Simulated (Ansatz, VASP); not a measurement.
## One calculation of Nb2B4Pt, two programs

```xyz
7
Lattice="3.1227 0.0000 0.0000 -1.5613 2.7043 0.0000 0.0000 0.0000 9.0629" Properties=species:S:1:pos:R:3 pbc="T T T"
Nb    0.0000    0.0000    1.6296
Nb    0.0000    0.0000    7.4333
B     0.0000    1.8029    3.2252
B     1.5613    0.9014    5.8377
B     1.5613    0.9014    0.0291
B     0.0000    1.8029    9.0338
Pt    0.0000    0.0000    4.5314
```

Change from the starting cell: species swapped into the LiTa2S4 type (P-3m1, No. 164).

Alike in both runs: functional PBE; k mesh 12 × 12 × 4; occupations gaussian, width 0.1 eV; no spin polarisation.

Ansatz relaxed the structure, and its values are those at the end. VASP's run is a single point on that final structure, the one shown.

|  | VASP | Ansatz |
| --- | --- | --- |
| version | VASP 6.6.1 | Ansatz 0.2.0 |
| potentials or method | VASP PAW PBE potentials, release 64 (Nb_sv, B, Pt), cutoff 520 eV | scalar-relativistic, plane waves, PAW |
| valence electrons in the cell | 48 | 56 |

Ansatz gave:

| Property | Result |
| --- | --- |
| gap on the k mesh at the Fermi level (eV) | none |
| pressure (GPa) | 0.0 |

Problem. What did VASP give for the same quantities?

Solution. gap on the k mesh at the Fermi level (eV): none; pressure (GPa): -0.3.

A gap of «none» marks a metal or a gap that the smearing closes. The functional is the same, so the differences come from potentials, cutoffs and numerics. VASP's potentials hold 48 valence electrons a cell and Ansatz's 56, so a difference there can come from the potentials and not from the codes.

Spin-orbit coupling is off throughout.
